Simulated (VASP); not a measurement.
Write the native input for VASP 6.6.1 that does the following.

| Quantity | Value |
| --- | --- |
| Task | single point |
| Functional | PBE |
| Potentials or basis | VASP PAW PBE potentials, release 64 (W_sv, C) |
| Cutoff | 520 eV |
| k mesh | 2 × 5 × 5 |
| Occupations | gaussian, width 0.2 eV |
| Spin | no spin polarisation |
| Dipole correction | no |
| Further INCAR settings | ALGO = Normal; EDIFF = 1e-06; NBANDS = 23 |

The structure of WC4 lies in POSCAR:

```
WC4
1.0
    6.6143889310      0.0000000000      0.0000000000
    0.0000000000      1.4987777240      2.5888771842
    0.0000000000     -1.4987777240      2.5888771842
W C
1 4
Direct
    0.5000000000      0.3856377838      0.3856377838
    0.9034010689      0.0519435041      0.0519435041
    0.0965989311      0.0519435041      0.0519435041
    0.7043611885      1.0523855040      1.0523855040
    0.2956388115      1.0523855040      1.0523855040
```

The input as run:

INCAR

```
SYSTEM = WC4
ALGO = Normal ; EDIFF = 1E-6
ENCUT = 520 ; GGA = PE
ISIF = 2 ; ISMEAR = 0
LASPH = .True. ; LCHARG = .False.
LREAL = .False. ; LWAVE = .False.
NBANDS = 23 ; NELM = 100
PREC = Accurate ; SIGMA = 0.2
```

KPOINTS

```
k-points
0
Gamma
  2 5 5
  0 0 0
```

Potentials or basis: VASP PAW PBE potentials, release 64 (W_sv, C).

The run is started by

```console
$ cat potpaw_PBE.64/W_sv/POTCAR potpaw_PBE.64/C/POTCAR > POTCAR
$ mpirun -np 1 vasp_std > vasp.out
```

It gave:

```
Pressure               : 0.3 GPa
Largest force          : 0.028 eV/Å
Band gap on the k mesh : zero (band 15 reaches 6.79 eV, above the bottom of band 16 at 5.44 eV)
```

Caveat: the k points lie up to 0.48 Å⁻¹ apart; spin-orbit coupling is left out, which moves the levels of the heavy elements.

Run time: 14 s on 1 thread of AMD EPYC 9R45 96-Core Processor (Zen 5), on a shared host, peak memory 0.15 GiB.
